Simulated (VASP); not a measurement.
# HfB2 (P6/mmm) in VASP: further runs, part 2 of 2

VASP 6.6.1. Earlier steps stand in the parts before.

**4. Density of states, PBEsol**

POSCAR reads:

```
HfB2
1.0
    3.1400000000      0.0000000000      0.0000000000
   -1.5700000000      2.7193197679      0.0000000000
    0.0000000000      0.0000000000      3.4800000000
Hf B
1 2
Direct
    0.0000000000      0.0000000000      0.0000000000
    0.6666666667      0.3333333333      0.5000000000
    0.3333333333      0.6666666667      0.5000000000
```

INCAR.step1 reads:

```
ALGO = Normal
EDIFF = 1E-6
ENCUT = 520
GGA = PS
ISIF = 2
ISMEAR = -1
LASPH = T
LCHARG = T
LMAXMIX = 4
LREAL = F
LWAVE = F
NBANDS = 15
NELM = 80
PREC = Accurate
SIGMA = 0.05
```

KPOINTS.step1 reads:

```
k-points
0
Gamma
  10 10 8
```

INCAR.step2 reads:

```
ALGO = Normal
EDIFF = 1E-6
ENCUT = 520
GGA = PS
ICHARG = 11
ISIF = 2
ISMEAR = -5
LASPH = T
LCHARG = F
LMAXMIX = 4
LORBIT = 11
LREAL = F
LWAVE = F
NEDOS = 2001
NELM = 80
PREC = Accurate
SIGMA = 0.05
```

KPOINTS.step2 reads:

```
k-points
0
Gamma
  15 15 12
```

Potentials or basis: VASP PAW PBE potentials, release 64 (Hf_pv, B).

Started as:

```console
$ cat potpaw_PBE.64/Hf_pv/POTCAR potpaw_PBE.64/B/POTCAR > POTCAR
$ cp INCAR.step1 INCAR
$ cp KPOINTS.step1 KPOINTS
$ mpirun -np 1 vasp_std > vasp.out
$ cp INCAR.step2 INCAR
$ cp KPOINTS.step2 KPOINTS
$ mpirun -np 1 vasp_std > vasp.out
```

OUTCAR:

```text
EDIFF = 1E-6
   ENCUT = 520
   GGA = PS
   ICHARG = 11
   ISIF = 2
   ISMEAR = -5
   LASPH = T
   LORBIT = 11
   LREAL = F
   NELM = 80
   PREC = Accurate

 ion  position               nearest neighbor table
   1  0.000  0.000  0.000-   2 2.51   3 2.51   2 2.51   3 2.51   2 2.51   2 2.51   3 2.51   3 2.51
                             2 2.51   2 2.51   3 2.51   3 2.51
   2  0.667  0.333  0.500-   3 1.81   3 1.81   3 1.81   1 2.51   1 2.51   1 2.51   1 2.51   1 2.51
                             1 2.51
   3  0.333  0.667  0.500-   2 1.81   2 1.81   2 1.81   1 2.51   1 2.51   1 2.51   1 2.51   1 2.51
                             1 2.51

  LATTYP: Found a hexagonal cell.
 ALAT       =     3.1400000000
 C/A-ratio  =     1.1082802548

  Lattice vectors:

 A1 = (   3.1400000000,   0.0000000000,   0.0000000000)
 A2 = (  -1.5700000000,   2.7193197679,   0.0000000000)
 A3 = (   0.0000000000,   0.0000000000,   3.4800000000)

Analysis of symmetry for initial positions (statically):
=====================================================================
 Subroutine PRICEL returns:
 Original cell was already a primitive cell.

 Routine SETGRP: Setting up the symmetry group for a
 hexagonal supercell.

 Subroutine GETGRP returns: Found 24 space group operations
 (whereof 24 operations were pure point group operations)
 out of a pool of 24 trial point group operations.

The static configuration has the point symmetry D_6h.

Analysis of symmetry for dynamics (positions and initial velocities):
=====================================================================
 Subroutine PRICEL returns:
 Original cell was already a primitive cell.

 Routine SETGRP: Setting up the symmetry group for a
 hexagonal supercell.

 Subroutine GETGRP returns: Found 24 space group operations
 (whereof 24 operations were pure point group operations)
 out of a pool of 24 trial point group operations.

The dynamic configuration has the point symmetry D_6h.

 Subroutine INISYM returns: Found 24 space group operations
 (whereof 24 operations are pure point group operations),
 and found     1 'primitive' translations

[... 133 lines left out ...]
 maximum number of plane-waves:       820
 NGX is ok and might be reduce to    24

 number of electron      15.9999998 magnetization

 Free energy of the ion-electron system (eV)
  ---------------------------------------------------
  ext. energy  EPLUGINS =         0.00000000
  ---------------------------------------------------
  free energy    TOTEN  =       -27.85794648 eV

  energy without entropy =      -27.85794648  energy(sigma->0) =      -27.85794648

 E-fermi :   7.6986     XC(G=0): -12.6816

 val. band max:        7.8480947093   @ k =   0.0667   0.0667   0.3333
 cond. band min:       7.5345240840   @ k =   0.4000   0.1333   0.0000
 fundamental gap:     -0.3135706253
 Fermi energy:         7.6986056970

 k-point     1 :       0.0000    0.0000    0.0000
  band No.  band energies     occupation
      1     -23.0253      2.00000
      2     -22.5256      2.00000
      3     -22.5255      2.00000
      4      -6.1708      2.00000
      5       4.5078      2.00000
      6       4.6644      2.00000
      7       4.6644      2.00000
      8       4.8020      2.00000
      9      11.5426      0.00000
     10      11.5431      0.00000
     11      12.2120      0.00000
     12      12.2208      0.00000
[... 331 lines left out ...]
 k-point    24 :       0.4000    0.2000    0.0000
  band No.  band energies     occupation
      1     -23.2031      2.00000
      2     -22.8803      2.00000
      3     -22.8760      2.00000
      4      -1.5238      2.00000
      5      -1.1721      2.00000
      6       1.4863      2.00000
      7       3.9742      2.00000
      8       6.4870      2.00000
      9       7.2959      1.48476
     10      10.5143      0.00000
     11      12.1687      0.00000
     12      14.4406      0.00000

 [... further k-points ...]
[... 5 lines left out ...]
  --------------------------------------------------------------------------------------
  -------------------------------------------------------------------------------------
  Total       -0.7406315     -0.7406315     -0.9427122      0.0000000      0.0000000      0.0000000
  in kB      -39.9340710    -39.9340710    -50.8300478      0.0000000      0.0000000      0.0000000
  external PRESSURE =     -43.5660632 kB  Pullay stress =       0.0000000 kB

 VOLUME and BASIS-vectors are now :
 -----------------------------------------------------------------------------
  energy-cutoff  :      520.00
  volume of cell :       29.71
      direct lattice vectors                 reciprocal lattice vectors
     3.140000000  0.000000000  0.000000000     0.318471338  0.183869512  0.000000000
    -1.570000000  2.719319768  0.000000000     0.000000000  0.367739025  0.000000000
     0.000000000  0.000000000  3.480000000     0.000000000  0.000000000  0.287356322

 POSITION                                       TOTAL-FORCE (eV/Angst)
 -----------------------------------------------------------------------------------
      0.00000      0.00000      0.00000         0.000000     -0.000000      0.000000
      1.57000      0.90644      1.74000         0.000000     -0.000000     -0.000000
     -0.00000      1.81288      1.74000        -0.000000      0.000000      0.000000
 -----------------------------------------------------------------------------------
    total drift:                               -0.000000      0.000000     -0.000000

  FREE ENERGIE OF THE ION-ELECTRON SYSTEM (eV)
  ---------------------------------------------------
  free  energy   TOTEN  =       -27.8579464840 eV

  energy  without entropy=      -27.8579464840  energy(sigma->0) =      -27.85794648

 total charge

# of ion       s       p       d       tot
------------------------------------------
    1        0.299   6.589   1.856   8.744
    2        0.660   1.268   0.000   1.928
    3        0.660   1.268   0.000   1.928
--------------------------------------------------
tot          1.619   9.126   1.856  12.601
```

OUTCAR.step1:

```text
EDIFF = 1E-6
   ENCUT = 520
   GGA = PS
   ISIF = 2
[... 662 lines left out ...]
      0.00000      0.00000      0.00000        -0.000000      0.000000      0.000000
      1.57000      0.90644      1.74000        -0.000000     -0.000000      0.000000
     -0.00000      1.81288      1.74000         0.000000      0.000000      0.000000
 -----------------------------------------------------------------------------------
    total drift:                               -0.000000      0.000000      0.000000

  FREE ENERGIE OF THE ION-ELECTRON SYSTEM (eV)
  ---------------------------------------------------
  free  energy   TOTEN  =       -27.8568414148 eV

  energy  without entropy=      -27.8542628617  energy(sigma->0) =      -27.85555214
```

OSZICAR.step1:

```text
N       E                     dE             d eps       ncg     rms          rms(c)
DAV:   1     0.279022258567E+02    0.27902E+02   -0.81715E+03  2100   0.102E+03
DAV:   2    -0.284930305874E+02   -0.56395E+02   -0.52918E+02  2817   0.222E+02
DAV:   3    -0.300575561337E+02   -0.15645E+01   -0.15572E+01  2737   0.270E+01
DAV:   4    -0.300639506072E+02   -0.63945E-02   -0.63935E-02  2534   0.212E+00
DAV:   5    -0.300639876848E+02   -0.37078E-04   -0.37078E-04  2688   0.144E-01    0.535E+01
DAV:   6    -0.279742677455E+02    0.20897E+01   -0.25135E+00  2513   0.115E+01    0.388E+01
DAV:   7    -0.279258592820E+02    0.48408E-01   -0.91226E-01  2632   0.696E+00    0.109E+01
DAV:   8    -0.278609856096E+02    0.64874E-01   -0.23933E-01  2429   0.370E+00    0.160E+00
DAV:   9    -0.278570257772E+02    0.39598E-02   -0.19249E-02  2436   0.111E+00    0.402E-01
DAV:  10    -0.278568378346E+02    0.18794E-03   -0.76466E-04  2604   0.229E-01    0.245E-01
DAV:  11    -0.278568438800E+02   -0.60454E-05   -0.57996E-05  2632   0.560E-02    0.111E-01
DAV:  12    -0.278568413656E+02    0.25144E-05   -0.39753E-06  2499   0.150E-02    0.915E-03
DAV:  13    -0.278568414148E+02   -0.49176E-07   -0.20417E-07  1162   0.373E-03
   1 F= -.27856841E+02 E0= -.27855552E+02  d E =-.257855E-02
```

Wall time 48 s (1 thread of Intel Xeon Platinum 8259CL at 2.50GHz (Skylake/Cascade Lake), shared host); peak memory 0.19 GiB.

Results:

| Property | Result |
| --- | --- |
| Valence electrons inside the program's atomic spheres | Hf 8.74; B 1.93 |

Levels at points of the mesh, in eV from the Fermi level:
| k point | band 5 | band 6 | band 7 | band 8 | band 9 | band 10 | band 11 | band 12 |
| --- | --- | --- | --- | --- | --- | --- | --- | --- |
| (0.00, 0.00, 0.00) | -3.19 | -3.03 | -3.03 | -2.90 | 3.84 | 3.84 | 4.51 | 4.52 |
| (0.00, 0.00, 0.50) | -8.53 | -1.31 | -1.31 | 0.15 | 0.15 | 0.82 | 0.82 | 2.06 |

Caveat: the PAW data sets were made with another functional, which shifts forces and pressure a little; spin-orbit coupling is left out, which moves the levels of the heavy elements; tetrahedron occupations give inexact forces and stress in metals.

**5. Density of states, PBEsol+U**

POSCAR is that of step 4.

INCAR.step1 reads:

```
ALGO = Normal ; EDIFF = 1E-7
ENCUT = 520 ; GGA = PS
ISIF = 2 ; ISMEAR = -1
LASPH = T ; LCHARG = T
LDAU = T ; LDAUJ = 0 0
LDAUL = 2 -1 ; LDAUPRINT = 1
LDAUTYPE = 2 ; LDAUU = 1 0
LMAXMIX = 4 ; LREAL = F
LWAVE = F ; NBANDS = 15
NELM = 150 ; PREC = Accurate
SIGMA = 0.05
```

KPOINTS.step1 is that of step 4.

INCAR.step2 reads:

```
ALGO = Normal ; EDIFF = 1E-7
ENCUT = 520 ; GGA = PS
ICHARG = 11 ; ISIF = 2
ISMEAR = -5 ; LASPH = T
LCHARG = F ; LDAU = T
LDAUJ = 0 0 ; LDAUL = 2 -1
LDAUPRINT = 1 ; LDAUTYPE = 2
LDAUU = 1 0 ; LMAXMIX = 4
LORBIT = 10 ; LREAL = F
LWAVE = F ; NBANDS = 15
NEDOS = 2001 ; NELM = 150
PREC = Accurate ; SIGMA = 0.05
```

KPOINTS.step2 is that of step 4.

Potentials or basis: VASP PAW PBE potentials, release 64 (Hf_pv, B).

Started as:

```console
$ cat potpaw_PBE.64/Hf_pv/POTCAR potpaw_PBE.64/B/POTCAR > POTCAR
$ cp INCAR.step1 INCAR
$ cp KPOINTS.step1 KPOINTS
$ mpirun -np 1 vasp_std > vasp.out
$ cp INCAR.step2 INCAR
$ cp KPOINTS.step2 KPOINTS
$ mpirun -np 1 vasp_std > vasp.out
```

OUTCAR:

```text
EDIFF = 1E-7
   ENCUT = 520
   GGA = PS
   ICHARG = 11
   ISIF = 2
   ISMEAR = -5
   LASPH = T
   LORBIT = 10
   LREAL = F
   NELM = 150
   PREC = Accurate

 ion  position               nearest neighbor table
   1  0.000  0.000  0.000-   2 2.51   3 2.51   2 2.51   3 2.51   2 2.51   2 2.51   3 2.51   3 2.51
                             2 2.51   2 2.51   3 2.51   3 2.51
   2  0.667  0.333  0.500-   3 1.81   3 1.81   3 1.81   1 2.51   1 2.51   1 2.51   1 2.51   1 2.51
                             1 2.51
   3  0.333  0.667  0.500-   2 1.81   2 1.81   2 1.81   1 2.51   1 2.51   1 2.51   1 2.51   1 2.51
                             1 2.51

  LATTYP: Found a hexagonal cell.
 ALAT       =     3.1400000000
 C/A-ratio  =     1.1082802548

  Lattice vectors:
[... 668 lines left out ...]
  in kB      -14.9511568    -14.9511568    -15.7904321      0.0000000      0.0000000     -0.0000000
  external PRESSURE =     -15.2309152 kB  Pullay stress =       0.0000000 kB

 VOLUME and BASIS-vectors are now :
 -----------------------------------------------------------------------------
  energy-cutoff  :      520.00
  volume of cell :       29.71
      direct lattice vectors                 reciprocal lattice vectors
     3.140000000  0.000000000  0.000000000     0.318471338  0.183869512  0.000000000
    -1.570000000  2.719319768  0.000000000     0.000000000  0.367739025  0.000000000
     0.000000000  0.000000000  3.480000000     0.000000000  0.000000000  0.287356322

 POSITION                                       TOTAL-FORCE (eV/Angst)
 -----------------------------------------------------------------------------------
      0.00000      0.00000      0.00000         0.000000      0.000000      0.000000
      1.57000      0.90644      1.74000        -0.000000      0.000000     -0.000000
     -0.00000      1.81288      1.74000         0.000000     -0.000000      0.000000
 -----------------------------------------------------------------------------------
    total drift:                               -0.000000      0.000000     -0.000000

  FREE ENERGIE OF THE ION-ELECTRON SYSTEM (eV)
  ---------------------------------------------------
  free  energy   TOTEN  =       -27.0945871872 eV

  energy  without entropy=      -27.0945871872  energy(sigma->0) =      -27.09458719

 total charge

# of ion       s       p       d       tot
------------------------------------------
    1        0.303   6.598   1.819   8.720
    2        0.660   1.274   0.000   1.934
    3        0.660   1.274   0.000   1.934
--------------------------------------------------
tot          1.624   9.145   1.819  12.588
```

OSZICAR.step1:

```text
N       E                     dE             d eps       ncg     rms          rms(c)
DAV:   1     0.285813985954E+02    0.28581E+02   -0.81692E+03  2100   0.102E+03
DAV:   2    -0.278855589113E+02   -0.56467E+02   -0.53002E+02  2824   0.222E+02
DAV:   3    -0.294477736577E+02   -0.15622E+01   -0.15552E+01  2737   0.270E+01
DAV:   4    -0.294541028159E+02   -0.63292E-02   -0.63283E-02  2520   0.211E+00
DAV:   5    -0.294541395373E+02   -0.36721E-04   -0.36721E-04  2695   0.143E-01    0.537E+01
DAV:   6    -0.272239406251E+02    0.22302E+01   -0.26933E+00  2548   0.118E+01    0.392E+01
DAV:   7    -0.271695347021E+02    0.54406E-01   -0.10336E+00  2653   0.736E+00    0.115E+01
DAV:   8    -0.270986849607E+02    0.70850E-01   -0.27598E-01  2464   0.394E+00    0.187E+00
DAV:   9    -0.270938955622E+02    0.47894E-02   -0.21963E-02  2429   0.118E+00    0.392E-01
DAV:  10    -0.270937473490E+02    0.14821E-03   -0.83743E-04  2618   0.232E-01    0.277E-01
DAV:  11    -0.270937526230E+02   -0.52740E-05   -0.60716E-05  2632   0.573E-02    0.126E-01
DAV:  12    -0.270937498980E+02    0.27250E-05   -0.46488E-06  2506   0.164E-02    0.136E-02
DAV:  13    -0.270937499770E+02   -0.79067E-07   -0.23453E-07  2464   0.387E-03
   1 F= -.27093750E+02 E0= -.27092460E+02  d E =-.258064E-02
```

Wall time 53 s (1 thread of Intel Xeon Platinum 8259CL at 2.50GHz (Skylake/Cascade Lake), shared host); peak memory 0.2 GiB.

Results:

```
Valence electrons inside the program's atomic spheres : Hf 8.72; B 1.93
```

Eigenvalues of the final occupation matrices:
| site | spin | trace | eigenvalues |
| --- | --- | --- | --- |
| site 1 d | 1 | 0.93 | 0.17 0.19 0.19 0.19 0.19 |
| site 1 d | 2 | 0.93 | 0.17 0.19 0.19 0.19 0.19 |

Caveat: the PAW data sets were made with another functional, which shifts forces and pressure a little; spin-orbit coupling is left out, which moves the levels of the heavy elements; U without spin polarisation on a metal has little footing; the U is typed as a test and isn't derived for this compound; tetrahedron occupations give inexact forces and stress in metals.
